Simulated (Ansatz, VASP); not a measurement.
**Ge in VASP and in Ansatz**

```
Ge
1.0
     4.02805   -0.05886    0.03618
    -2.06500    3.33141    0.01361
     0.05973    0.06043    6.37653
Ge
4
Cartesian
  2.0850 1.0627 0.6070
  0.0431 2.2970 3.6019
  2.1422 1.1217 2.8574
  0.0125 2.3846 5.9825
```

Alike in both runs: task single point; functional PBEsol; k mesh 5 × 5 × 3; occupations methfessel-paxton of order 1, width 0.1 eV; no spin polarisation.

```csv
,VASP,Ansatz
version,VASP 6.6.1,Ansatz 0.2.0
potentials or method,"VASP PAW PBE potentials, release 64 (Ge_d), cutoff 520 eV","plane waves, PAW"
valence electrons in the cell,56,56
```

Ansatz gave:

| Quantity | Value |
| --- | --- |
| pressure (GPa) | 8.1 |
| traceless stress, the component that is largest in VASP (GPa) | -8.87 |
| rms of the force components (eV/Å) | 1.252 |

Q: Estimate VASP's values.

A: Pressure (GPa): 8.1; traceless stress, the component that is largest in VASP (GPa): -8.84; rms of the force components (eV/Å): 1.249.

VASP's potentials were made for PBE, not for PBEsol. Atom by atom the forces differ by 0.004 eV/Å (rms over components). The functional is the same, so the differences come from potentials, cutoffs and numerics. Ansatz's warnings: stress scf threshold loose.

The k mesh is coarse, so the values compare programs but aren't converged.
